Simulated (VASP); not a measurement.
Crystal: KHfAs.

```xyz
3
Lattice="4.4939 0.0000 0.0000 -2.2469 3.8918 0.0000 0.0000 0.0000 5.3633" Properties=species:S:1:pos:R:3 pbc="T T T"
K     0.0000    0.0000    0.0000
Hf    2.2469    1.2973    2.6816
As    0.0000    2.5945    2.6816
```

The cell was generated, and may not be a known phase.

```yaml
Program: VASP 6.6.1
Task: relaxation of cell and atoms
Functional: PBE
Potentials_or_basis: VASP PAW PBE potentials, release 64 (K_sv, Hf_pv, As)
Cutoff: 600 eV
k_mesh: 12 × 12 × 10
Occupations: gaussian, width 0.1 eV
Spin: no spin polarisation
```

At the start: pressure 1.7 GPa; volume 31.27 Å³/atom.

Q: How do energy, volume and symmetry change on relaxing?

A: Over 10 steps the energy falls by 13.5 meV/atom and the volume is 34.45 Å³/atom (+10.2 %); space group P-6m2 (No. 187, to 0.1 Å) before and after.

Step by step:
```
step  energy change (eV)  largest force (eV/Å)  pressure (GPa)  volume (Å³)
   1              0.0000                0.0000            1.67        93.80
   2             -0.0145                0.0000           -0.46        98.30
   3             -0.0167                0.0000            0.07        97.06
   4             -0.0225                0.0000            0.07        97.85
   5             -0.0350                0.0000            0.08       100.19
   6             -0.0382                0.0000            0.15       104.77
   7             -0.0405                0.0000            0.11       102.90
   8             -0.0405                0.0000            0.12       103.02
   9             -0.0400                0.0000           -0.27       104.12
  10             -0.0406                0.0000            0.00       103.34
```

Final structure:
```
CELL_PARAMETERS angstrom
4.51820 0.00000 0.00000
-2.25910 3.91288 0.00000
0.00000 0.00000 5.84526
ATOMIC_POSITIONS crystal
K 0.00000 0.00000 0.00000
Hf 0.66667 0.33333 0.50000
As 0.33333 0.66667 0.50000
```
